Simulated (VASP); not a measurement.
Wanted: the native input for a VASP 6.6.1 run.

| Property | Result |
| --- | --- |
| Task | single point |
| Functional | PBE |
| Potentials or basis | VASP PAW PBE potentials, release 64 (Ta_pv, N) |
| Cutoff | 520 eV |
| k mesh | 8 × 8 × 1 |
| Occupations | gaussian, width 0.1 eV |
| Spin | no spin polarisation |
| Dipole correction | yes |
| Further INCAR settings | ALGO = Normal; EDIFF = 1e-06; NBANDS = 32 |

The structure of Ta4N lies in POSCAR:

```
Ta4N
1.0
    3.3189671338      0.0000000000      0.0000000000
    0.0000000000      3.3189671338      0.0000000000
    0.0000000000      0.0000000000     20.2996559829
Ta N
4 1
Direct
    0.5000000000      0.5000000000      0.1970476743
    0.0000000000      0.0000000000      0.2787970186
    0.5000000000      0.5000000000      0.3599139064
    0.0000000000      0.0000000000      0.4334879365
    0.2500000000      0.3750000000      0.4793292709
```

One way to write it, as run:

INCAR

```
SYSTEM = Ta4N
ALGO = Normal
DIPOL = 0.5 0.5 0.350
EDIFF = 1E-6
ENCUT = 520
GGA = PE
IDIPOL = 3
ISIF = 2
ISMEAR = 0
LASPH = .True.
LCHARG = .False.
LDIPOL = .True.
LREAL = .False.
LWAVE = .False.
NBANDS = 32
NELM = 60
PREC = Accurate
SIGMA = 0.1
```

KPOINTS

```
k-points
0
Gamma
  8 8 1
  0 0 0
```

Potentials or basis: VASP PAW PBE potentials, release 64 (Ta_pv, N).

The run is started by

```bash
$ cat potpaw_PBE.64/Ta_pv/POTCAR potpaw_PBE.64/N/POTCAR > POTCAR
$ mpirun -np 1 vasp_std > vasp.out
```

Results of the run:

```
Largest force          : 5.452 eV/Å
Band gap on the k mesh : zero (an odd number of electrons rules out a gap without spin polarisation)
```

Caveat: spin-orbit coupling is left out, which moves the levels of the heavy elements.

It took 4.4 min on 1 thread of Intel(R) Xeon(R) 6975P-C (Granite Rapids), on a shared host, peak memory 0.46 GiB.
